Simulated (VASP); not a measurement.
Set up this calculation in VASP 6.6.1, as the native input.

- Task: relaxation of cell and atoms
- Functional: PBE
- Potentials or basis: VASP PAW PBE potentials, release 64 (Al, Ga_d, As)
- Cutoff: 600 eV
- k mesh: 4 × 4 × 2
- Occupations: gaussian, width 0.1 eV
- Spin: no spin polarisation
- Dipole correction: no
- Further INCAR settings: ALGO = Normal; EDIFF = 1e-06; IBRION = 2; EDIFFG = -0.04; NSW = 90; ISIF = 3

The structure of Al3GaAs4 lies in POSCAR:

```
Al3GaAs4
1.0
    3.8458615300      0.0000000000      0.0000000000
    0.0000000000      3.8458615300      0.0000000000
    0.0000000000      0.0000000000     10.8777390600
Al Ga As
3 1 4
Direct
    0.0000000000      0.0000000000      0.0000000000
    0.5000000000      0.5000000000      0.2500000000
    0.5000000000      0.5000000000      0.7500000000
    0.0000000000      0.0000000000      0.5000000000
    0.5000000000      0.0000000000      0.3750000000
    0.0000000000      0.5000000000      0.6250000000
    0.5000000000      0.0000000000      0.8750000000
    0.0000000000      0.5000000000      0.1250000000
```

One way to write it, as run:

INCAR

```
SYSTEM = Al3GaAs4
PREC = Accurate
ENCUT = 600
EDIFF = 1E-6
ISMEAR = 0
SIGMA = 0.1
LREAL = .False.
LASPH = .True.
NELM = 100
ALGO = Normal
ISIF = 3
LWAVE = .False.
LCHARG = .False.
GGA = PE
IBRION = 2
NSW = 90
EDIFFG = -0.04
```

KPOINTS

```
Automatic mesh
0
Gamma
  4 4 2
  0 0 0
```

Potentials or basis: VASP PAW PBE potentials, release 64 (Al, Ga_d, As).

Run with:

```sh
$ cat potpaw_PBE.64/Al/POTCAR potpaw_PBE.64/Ga_d/POTCAR potpaw_PBE.64/As/POTCAR > POTCAR
$ mpirun -np 1 vasp_std > vasp.out
```

It gave:

```yaml
Relaxed_volume: 23.63 Å³/atom
Relaxed_cell: a = 4.078 Å, b = 4.078 Å, c = 11.364 Å, α = 90.00°, β = 90.00°, γ = 90.00°
Space_group_after_relaxing_to_0.1_Å: P-4m2 (No. 115)
Energy_gained_by_relaxing: 144.4 meV/atom
Ionic_steps: 5
Pressure_after_relaxing: 0.0 GPa
Largest_force_after_relaxing: 0.040 eV/Å
Band_gap_on_the_k_mesh: 1.21 eV
```

Caveat: the volume moved by over 15 % at a fixed basis, so the end points are rough.

Run time: 99 s on 1 thread of Intel(R) Xeon(R) 6975P-C (Granite Rapids), with other jobs on the host, peak memory 0.33 GiB.
